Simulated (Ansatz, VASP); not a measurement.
One calculation of AlN, two programs

```
Al N
1.0
     0.00000    1.96900    1.96900
     1.96900    0.00000    1.96900
     1.96900    1.96900    0.00000
Al N
1 1
Direct
  0.00000 0.00000 0.00000
  0.50000 0.50000 0.50000
```

Alike in both runs: task single point; functional HSE06; k mesh 6 × 6 × 6; no spin polarisation.

|  | VASP | Ansatz |
| --- | --- | --- |
| version | VASP 6.6.1 | Ansatz 0.2.0 |
| potentials or method | VASP PAW PBE potentials, release 64 (Al, N), cutoff 520 eV | plane waves, PAW |
| occupations | gaussian, width 0.01 eV | fixed |
| valence electrons in the cell | 8 | 8 |

```csv
,VASP,Ansatz,Ansatz less VASP
gap on the k mesh at the Fermi level (eV),6.50,6.42,-0.080
```

The k mesh is coarse, so the values compare programs but aren't converged.
